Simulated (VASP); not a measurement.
# NaI (Fm-3m) in VASP: a series of runs

NaI is run at these levels: PBE; tasks: single point, relaxation of cell and atoms.

Program: VASP 6.6.1. These are calculated values, not measurements. Logs are shortened: lines on timing, memory, paths and dates and some standing lists are left out, and cuts for length are marked.

## Step 1: The cell of the first run

Symmetry: Fm-3m, No. 225, cubic system. The conventional cell has a = 6.530 Å, b = 6.530 Å, c = 6.530 Å, α = 90.00°, β = 90.00°, γ = 90.00°. Na (site symmetry m-3m) has 6 I at 3.26 Å within 4.3 Å. Within 4.3 Å of I (site symmetry m-3m) lie 6 Na at 3.26 Å.

## Step 2: Single point, PBE

File INCAR:

```
ALGO = Normal
EDIFF = 1E-6
ENCUT = 520
GGA = PE
ISIF = 2
ISMEAR = -1
LASPH = True
LCHARG = True
LELF = True
LREAL = False
LVHAR = True
LWAVE = False
NBANDS = 14
NELM = 60
PREC = Accurate
SIGMA = 0.1
```

File KPOINTS:

```
k-points
0
Gamma
  5 5 5
```

File POSCAR:

```
NaI
1.0
    0.0000000000      3.2648148065      3.2648148065
    3.2648148065      0.0000000000      3.2648148065
    3.2648148065      3.2648148065      0.0000000000
Na I
1 1
Direct
    0.0000000000      0.0000000000      0.0000000000
    0.5000000000      0.5000000000      0.5000000000
```

Potentials or basis: VASP PAW PBE potentials, release 64 (Na_pv, I).

Launch:

```bash
$ cat potpaw_PBE.64/Na_pv/POTCAR potpaw_PBE.64/I/POTCAR > POTCAR
$ mpirun -np 1 vasp_std > vasp.out
```

OUTCAR:

```text
EDIFF = 1E-6
   ENCUT = 520
   GGA = PE
   ISIF = 2
   ISMEAR = -1
   LASPH = True
   LREAL = False
   NELM = 60
   PREC = Accurate

 ion  position               nearest neighbor table
   1  0.000  0.000  0.000-
   2  0.500  0.500  0.500-

  LATTYP: Found a face centered cubic cell.
 ALAT       =     6.5296296130

  Lattice vectors:

 A1 = (   0.0000000000,   3.2648148065,   3.2648148065)
 A2 = (   3.2648148065,   0.0000000000,   3.2648148065)
 A3 = (   3.2648148065,   3.2648148065,   0.0000000000)

Analysis of symmetry for initial positions (statically):
=====================================================================
 Subroutine PRICEL returns:
 Original cell was already a primitive cell.

 Routine SETGRP: Setting up the symmetry group for a
 face centered cubic supercell.

 Subroutine GETGRP returns: Found 48 space group operations
 (whereof 48 operations were pure point group operations)
 out of a pool of 48 trial point group operations.

The static configuration has the point symmetry O_h .

Analysis of symmetry for dynamics (positions and initial velocities):
=====================================================================
 Subroutine PRICEL returns:
 Original cell was already a primitive cell.

 Routine SETGRP: Setting up the symmetry group for a
 face centered cubic supercell.

 Subroutine GETGRP returns: Found 48 space group operations
 (whereof 48 operations were pure point group operations)
 out of a pool of 48 trial point group operations.

The dynamic configuration has the point symmetry O_h .

 Subroutine INISYM returns: Found 48 space group operations
 (whereof 48 operations are pure point group operations),
 and found     1 'primitive' translations

----------------------------------------------------------------------------------------

                                     Primitive cell

  volume of cell :      69.5994

  direct lattice vectors                    reciprocal lattice vectors
     0.000000000  3.264814806  3.264814806    -0.153148043  0.153148043  0.153148043
     3.264814806  0.000000000  3.264814806     0.153148043 -0.153148043  0.153148043
     3.264814806  3.264814806  0.000000000     0.153148043  0.153148043 -0.153148043

  length of vectors
     4.617145378  4.617145378  4.617145378     0.265260192  0.265260192  0.265260192

  position of ions in fractional coordinates (direct lattice)
     0.000000000  0.000000000  0.000000000
     0.500000000  0.500000000  0.500000000

  ion indices of the primitive-cell ions
   primitive index   ion index
                 1           1
                 2           2

----------------------------------------------------------------------------------------

 KPOINTS: k-points

Automatic generation of k-mesh.
 Grid dimensions read from file:
 generate k-points for:    5    5    5

 Generating k-lattice:

  Cartesian coordinates                     Fractional coordinates (reciprocal lattice)
    -0.030629609  0.030629609  0.030629609     0.200000000  0.000000000  0.000000000
     0.030629609 -0.030629609  0.030629609     0.000000000  0.200000000  0.000000000
     0.030629609  0.030629609 -0.030629609     0.000000000  0.000000000  0.200000000

  Length of vectors
     0.053052038  0.053052038  0.053052038

  Shift w.r.t. Gamma in fractional coordinates (k-lattice)
     0.000000000  0.000000000  0.000000000

 Subroutine IBZKPT returns following result:
 ===========================================

 Found     10 irreducible k-points:

 Following reciprocal coordinates:
            Coordinates               Weight
  0.000000  0.000000  0.000000      1.000000
  0.200000  0.000000  0.000000      8.000000
  0.400000  0.000000  0.000000      8.000000
  0.200000  0.200000  0.000000      6.000000
  0.400000  0.200000  0.000000     24.000000
 -0.400000  0.200000  0.000000     24.000000
 -0.200000  0.200000  0.000000     12.000000
  0.400000  0.400000  0.000000      6.000000
 -0.400000  0.400000  0.000000     12.000000
 -0.400000  0.400000  0.200000     24.000000
   k-points           NKPTS =     10   k-points in BZ     NKDIM =     10   number of bands    NBANDS=     14
   number of dos      NEDOS =    301   number of ions     NIONS =      2
   total plane-waves  NPLWV =  46656
   dimension x,y,z NGX =    36 NGY =   36 NGZ =   36
   dimension x,y,z NGXF=    72 NGYF=   72 NGZF=   72
   ions per type =               1   1
   NGX,Y,Z   is equivalent  to a cutoff of  12.96, 12.96, 12.96 a.u.
   NGXF,Y,Z  is equivalent  to a cutoff of  25.92, 25.92, 25.92 a.u.
 SYSTEM =  unknown system
   PREC   = accura    normal or accurate (medium, high low for compatibility)
   ISTART =      0    job   : 0-new  1-cont  2-samecut
   ICHARG =      2    charge: 1-file 2-atom 10-const
   ISPIN  =      1    spin polarized calculation?
   LNONCOLLINEAR =      F non collinear calculations
   LSORBIT =      F    spin-orbit coupling
   LASPH  =      T    aspherical Exc in radial PAW
   ENCUT  =  520.0 eV  38.22 Ry    6.18 a.u.   8.58  8.58  8.58*2*pi/ulx,y,z
   NELM   =     60;   NELMIN=  2; NELMDL= -5     # of ELM steps
   EDIFF  = 0.1E-05   stopping-criterion for ELM
   LREAL  =      F    real-space projection
   EDIFFG = 0.1E-04   stopping-criterion for IOM
   NSW    =      0    number of steps for IOM
   IBRION =     -1    ionic relax: 0-MD 1-quasi-New 2-CG
   NFREE  =      0    steps in history (QN), initial steepest desc. (CG)
   ISIF   =      2    stress and relaxation
   ISYM   =      2    0-nonsym 1-usesym 2-fastsym
   POTIM  = 0.5000    time-step for ionic-motion
   TEBEG  =    0.0;   TEEND  =   0.0 temperature during run
   PSTRESS=    0.0 pullay stress
   NELECT =      14.0000    total number of electrons
   NUPDOWN=      -1.0000    fix difference up-down
   EMIN   =  10.00;   EMAX   =-10.00  energy-range for DOS
   EFERMI =   0.00;   METHOD = LEGACY
   ISMEAR =    -1;   SIGMA  =   0.10  broadening in eV -4-tet -1-fermi 0-gaus
   EFERMI_NEDOS =   21; number of points for ismear=-14 and -15
   IALGO  =     38    algorithm
   IMIX   =      4    mixing-type and parameters
     AMIX     =   0.40;   BMIX     =  1.00
     AMIX_MAG =   1.60;   BMIX_MAG =  1.00
  volume/ion in A,a.u.               =      34.80       234.84
  Fermi-wavevector in a.u.,A,eV,Ry     =   0.959214  1.812652 12.518612  0.920092
  Thomas-Fermi vector in A             =   2.088390
   LORBIT       =      0    0 simple, 1 ext, 2 COOP (PROOUT), +10 PAW based schemes
   GGA     = PE    functional components
   LHFCALC =     F    Hartree Fock is set to
   AEXX    =    0.0000 exact exchange contribution
   IVDW    =     0    specifies the selected vdW correction
   LEPSILON=     F    determine dielectric tensor
   LRPA    =     F    only Hartree local field effects (RPA)
 non-spin polarized calculation
  energy-cutoff  :      520.00
  volume of cell :       69.60
 maximum number of plane-waves:      1895
 NGX is ok and might be reduce to    36
   NGX = 17   NGY = 17   NGZ = 17

 number of electron      13.9999993 magnetization

 Free energy of the ion-electron system (eV)
  ---------------------------------------------------
  ext. energy  EPLUGINS =         0.00000000
  ---------------------------------------------------
  free energy    TOTEN  =        -5.38679610 eV

  energy without entropy =       -5.38679610  energy(sigma->0) =       -5.38679610

 E-fermi :   2.5499     XC(G=0):  -7.5994

 val. band max:        0.6283078111   @ k =   0.0000   0.0000   0.0000
 cond. band min:       4.2002825095   @ k =   0.0000   0.0000   0.0000
 fundamental gap:      3.5719746983
 Fermi energy:         2.5498722432

 k-point     1 :       0.0000    0.0000    0.0000
  band No.  band energies     occupation
      1     -21.8453      2.00000
      2     -21.8452      2.00000
      3     -21.8452      2.00000
      4     -10.3236      2.00000
      5       0.6283      2.00000
      6       0.6283      2.00000
      7       0.6283      2.00000
      8       4.2003      0.00000
      9       8.5561      0.00000
     10       8.5561      0.00000
     11       8.5561      0.00000
     12      10.3318      0.00000
     13      10.3318      0.00000
     14      11.0427      0.00000

 k-point     2 :       0.2000    0.0000    0.0000
  band No.  band energies     occupation
      1     -21.8468      2.00000
      2     -21.8454      2.00000
      3     -21.8454      2.00000
      4     -10.2283      2.00000
      5      -0.2911      2.00000
      6       0.5313      2.00000
      7       0.5313      2.00000
      8       5.2190      0.00000
      9       8.0170      0.00000
     10       8.7011      0.00000
     11       8.7011      0.00000
     12       9.8706      0.00000
     13       9.8706      0.00000
     14      11.1851      0.00000

 k-point     3 :       0.4000    0.0000    0.0000
  band No.  band energies     occupation
      1     -21.8494      2.00000
      2     -21.8455      2.00000
      3     -21.8455      2.00000
      4     -10.0636      2.00000
      5      -1.3123      2.00000
      6       0.3861      2.00000
      7       0.3861      2.00000
      8       5.7217      0.00000
      9       8.1431      0.00000
     10       8.1431      0.00000
     11       8.9092      0.00000
     12      10.6890      0.00000
     13      11.6138      0.00000
     14      11.6138      0.00000

 k-point     4 :       0.2000    0.2000    0.0000
  band No.  band energies     occupation
      1     -21.8466      2.00000
      2     -21.8457      2.00000
      3     -21.8457      2.00000
      4     -10.1992      2.00000
      5      -0.2659      2.00000
      6       0.3555      2.00000
      7       0.3555      2.00000
      8       5.5573      0.00000
      9       7.3395      0.00000
     10       8.3234      0.00000
     11       9.3742      0.00000
     12       9.3742      0.00000
     13      10.7664      0.00000
     14      12.9544      0.00000

 k-point     5 :       0.4000    0.2000    0.0000
  band No.  band energies     occupation
      1     -21.8484      2.00000
      2     -21.8461      2.00000
      3     -21.8460      2.00000
      4     -10.0607      2.00000
      5      -0.9874      2.00000
      6       0.0634      2.00000
      7       0.1960      2.00000
      8       6.1483      0.00000
      9       7.2990      0.00000
     10       7.9320      0.00000
     11       9.1709      0.00000
     12      10.7853      0.00000
     13      12.1679      0.00000
     14      12.6507      0.00000

 k-point     6 :      -0.4000    0.2000    0.0000
  band No.  band energies     occupation
      1     -21.8491      2.00000
      2     -21.8466      2.00000
      3     -21.8458      2.00000
      4     -10.0029      2.00000
      5      -1.2161      2.00000
      6      -0.2232      2.00000
      7       0.2563      2.00000
      8       6.4631      0.00000
      9       7.2213      0.00000
     10       8.6563      0.00000
     11       8.9119      0.00000
     12      11.2740      0.00000
     13      11.4864      0.00000
     14      12.4385      0.00000

 k-point     7 :      -0.2000    0.2000    0.0000
  band No.  band energies     occupation
      1     -21.8480      2.00000
      2     -21.8463      2.00000
      3     -21.8454      2.00000
      4     -10.1110      2.00000
      5      -0.7999      2.00000
      6       0.0006      2.00000
      7       0.4628      2.00000
      8       6.3380      0.00000
      9       7.7642      0.00000
     10       7.8021      0.00000
     11       8.7103      0.00000
     12       9.5849      0.00000
     13      11.9878      0.00000
     14      12.7973      0.00000

 k-point     8 :       0.4000    0.4000    0.0000
  band No.  band energies     occupation
      1     -21.8484      2.00000
      2     -21.8466      2.00000
      3     -21.8466      2.00000
      4      -9.9970      2.00000
      5      -1.0867      2.00000
      6      -0.0224      2.00000
      7      -0.0224      2.00000
      8       5.3188      0.00000
      9       6.3558      0.00000
     10       9.5626      0.00000
     11      11.1682      0.00000
     12      11.1682      0.00000
     13      11.8224      0.00000
     14      14.4287      0.00000

 k-point     9 :      -0.4000    0.4000    0.0000
  band No.  band energies     occupation
      1     -21.8483      2.00000
      2     -21.8474      2.00000
      3     -21.8464      2.00000
      4      -9.9606      2.00000
      5      -1.0243      2.00000
      6      -0.4974      2.00000
      7       0.0103      2.00000
      8       5.6168      0.00000
      9       6.9482      0.00000
     10       9.5296      0.00000
     11      10.1098      0.00000
     12      10.7478      0.00000
     13      12.4879      0.00000
     14      14.2673      0.00000

 k-point    10 :      -0.4000    0.4000    0.2000
  band No.  band energies     occupation
      1     -21.8483      2.00000
      2     -21.8472      2.00000
      3     -21.8464      2.00000
      4      -9.9772      2.00000
      5      -0.9551      2.00000
      6      -0.4678      2.00000
      7      -0.0480      2.00000
      8       6.4047      0.00000
      9       7.5547      0.00000
     10       7.7977      0.00000
     11       9.4850      0.00000
     12      11.4692      0.00000
     13      11.8954      0.00000
     14      14.0261      0.00000

------------------------ aborting loop because EDIFF is reached ----------------------------------------

  FORCE on cell =-STRESS in cart. coord.  units (eV):
  Direction    XX          YY          ZZ          XY          YZ          ZX
  --------------------------------------------------------------------------------------
  -------------------------------------------------------------------------------------
  Total        0.0123595      0.0123595      0.0123595      0.0000000      0.0000000     -0.0000000
  in kB        0.2845155      0.2845155      0.2845155      0.0000000      0.0000000     -0.0000000
  external PRESSURE =       0.2845155 kB  Pullay stress =       0.0000000 kB

 VOLUME and BASIS-vectors are now :
 -----------------------------------------------------------------------------
  energy-cutoff  :      520.00
  volume of cell :       69.60
      direct lattice vectors                 reciprocal lattice vectors
     0.000000000  3.264814806  3.264814806    -0.153148043  0.153148043  0.153148043
     3.264814806  0.000000000  3.264814806     0.153148043 -0.153148043  0.153148043
     3.264814806  3.264814806  0.000000000     0.153148043  0.153148043 -0.153148043

 POSITION                                       TOTAL-FORCE (eV/Angst)
 -----------------------------------------------------------------------------------
      0.00000      0.00000      0.00000         0.000000      0.000000      0.000000
      3.26481      3.26481      3.26481        -0.000000     -0.000000     -0.000000
 -----------------------------------------------------------------------------------
    total drift:                                0.000000      0.000000      0.000000

  FREE ENERGIE OF THE ION-ELECTRON SYSTEM (eV)
  ---------------------------------------------------
  free  energy   TOTEN  =        -5.3867961000 eV

  energy  without entropy=       -5.3867960958  energy(sigma->0) =       -5.38679610
```

It took 14 s on 1 thread of AMD EPYC 7R13, shared host; peak memory 0.17 GiB.

What came out:

```yaml
Free_energy: -5.3868 eV
Pressure: 0.0 GPa
Band_gap_on_the_k_mesh: 3.57 eV, direct
```

Levels at points of the mesh, in eV from the valence-band top:
| k point | band 3 | band 4 | band 5 | band 6 | band 7 | band 8 | band 9 | band 10 | band 11 | band 12 |
| --- | --- | --- | --- | --- | --- | --- | --- | --- | --- | --- |
| (0.00, 0.00, 0.00) | -22.47 | -10.95 | 0.00 | 0.00 | 0.00 | 3.57 | 7.93 | 7.93 | 7.93 | 9.70 |

Caveat: spin-orbit coupling is left out, which moves the levels of the heavy elements. PBE gaps usually lie below the measured ones, often by a third to a half.

## Step 3: Relaxation of cell and atoms, PBE

This run uses another cell than the first one, of 34.12 Å³/atom, 0.981 times its volume.

File INCAR:

```
SYSTEM = NaI
PREC = Accurate
ENCUT = 600
EDIFF = 1E-6
ISMEAR = -1
SIGMA = 0.1
LREAL = .FALSE.
LASPH = .TRUE.
NELM = 60
ALGO = Normal
ISIF = 3
LWAVE = .FALSE.
LCHARG = .FALSE.
GGA = PE
IBRION = 2
NSW = 60
EDIFFG = -0.01
```

File KPOINTS:

```
Automatic mesh
0
G
  5 5 5
  0 0 0
```

File POSCAR:

```
NaI
1.0
    0.0000000000      3.2435290000      3.2435290000
    3.2435290000      0.0000000000      3.2435290000
    3.2435290000      3.2435290000      0.0000000000
Na I
1 1
Direct
    0.0000000000      0.0000000000      0.0000000000
    0.5000000000      0.5000000000      0.5000000000
```

Potentials or basis: VASP PAW PBE potentials, release 64 (Na_pv, I).

Launch:

```bash
$ cat potpaw_PBE.64/Na_pv/POTCAR potpaw_PBE.64/I/POTCAR > POTCAR
$ mpirun -np 1 vasp_std > vasp.out
```

It took 43 s on 1 thread of AMD EPYC 7R13, shared host; peak memory 0.2 GiB.

It converged, with:

| Quantity | Value |
| --- | --- |
| Free energy | -5.3868 eV |
| Relaxed volume | 34.81 Å³/atom |
| Relaxed cell | a = 4.618 Å, b = 4.618 Å, c = 4.618 Å, α = 60.00°, β = 60.00°, γ = 60.00° |
| Space group after relaxing (to 0.05 Å) | Fm-3m (No. 225) |
| Energy gained by relaxing | 0.7 meV/atom |
| Ionic steps | 3 |
| Pressure after relaxing | 0.0 GPa |
| Band gap on the k mesh | 3.57 eV, direct |

The path:
```tsv
step	energy change (eV)	largest force (eV/Å)	pressure (GPa)	volume (Å³)
1	0.0000	0.0000	0.34	68.25
2	-0.0011	0.0000	0.16	68.97
3	-0.0014	0.0000	0.01	69.62
```

Final structure:
```
CELL_PARAMETERS angstrom
0.00000 3.26513 3.26513
3.26513 0.00000 3.26513
3.26513 3.26513 0.00000
ATOMIC_POSITIONS crystal
Na 0.00000 0.00000 0.00000
I 0.50000 0.50000 0.50000
```

Levels at points of the mesh, in eV from the valence-band top:
| k point | band 3 | band 4 | band 5 | band 6 | band 7 | band 8 | band 9 | band 10 | band 11 |
| --- | --- | --- | --- | --- | --- | --- | --- | --- | --- |
| (0.00, 0.00, 0.00) | -22.47 | -10.95 | 0.00 | 0.00 | 0.00 | 3.57 | 7.93 | 7.93 | 7.93 |

Caveat: spin-orbit coupling is left out, which moves the levels of the heavy elements. PBE usually gives volumes a little too large and moduli too small.
